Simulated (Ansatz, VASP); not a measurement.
# Two plane-wave programs on PbS

The input INCAR:

```
SYSTEM = PbS
PREC = Accurate
ENCUT = 520
EDIFF = 1E-6
ISMEAR = 0
SIGMA = 0.03
LREAL = .False.
LASPH = .True.
NELM = 80
ALGO = Normal
ISIF = 2
LWAVE = .False.
LCHARG = .False.
GGA = CA
NBANDS = 17
```

The input KPOINTS:

```
Automatic mesh
0
Gamma
  10 10 10
  0 0 0
```

File POSCAR:

```
PbS
1.0
    0.0000000000      2.9927227500      2.9927227500
    2.9650000000      0.0277227500      2.9650000000
    2.9650000000      2.9650000000      0.0277227500
Pb S
1 1
Direct
    0.0000000000      0.0000000000      0.0000000000
    0.5000000000      0.5000000000      0.5000000000
```

Input for Ansatz:

```yaml
crystal:
  lattice:
    - [0.0, 2.99272275, 2.99272275]
    - [2.965, 0.02772275, 2.965]
    - [2.965, 2.965, 0.02772275]
  atoms:
    - { symbol: Pb, position: [0.0, 0.0, 0.0] }
    - { symbol: S, position: [0.5, 0.5, 0.5] }
basis:
  ecutwfc: 420
kpoints:
  mp_grid: { grid: [10, 10, 10] }
hamiltonian:
  xc: lda
scf:
  occupations: { method: gaussian, width: 0.03 }
output:
  forces: true
  stress: true
  eigenvalues: true
```

Change from the starting cell: strain +0.0187 x Voigt [0, 0, 0, 1, 0, 0], atoms carried along.

Alike in both runs: task single point; functional LDA; k mesh 10 × 10 × 10; occupations gaussian, width 0.03 eV; no spin polarisation.

|  | VASP | Ansatz |
| --- | --- | --- |
| version | VASP 6.6.1 | Ansatz 0.2.0 |
| potentials or method | VASP PAW LDA potentials, release 64 (Pb_d, S), cutoff 520 eV | scalar-relativistic, plane waves, PAW |
| valence electrons in the cell | 20 | 20 |

Ansatz gave:

- gap on the k mesh at the Fermi level (eV): 0.14
- least direct gap on the mesh (eV): 0.21
- pressure (GPa): -2.5
- traceless stress, the component that is largest in VASP (GPa): -0.40

Problem. What did VASP give for the same quantities?

Solution. gap on the k mesh at the Fermi level (eV): 0.12; least direct gap on the mesh (eV): 0.19; pressure (GPa): -2.5; traceless stress, the component that is largest in VASP (GPa): -0.40.

LDA's correlation is that of Perdew and Zunger in VASP and of Perdew and Wang (1992) in Ansatz.

Spin-orbit coupling is off throughout.
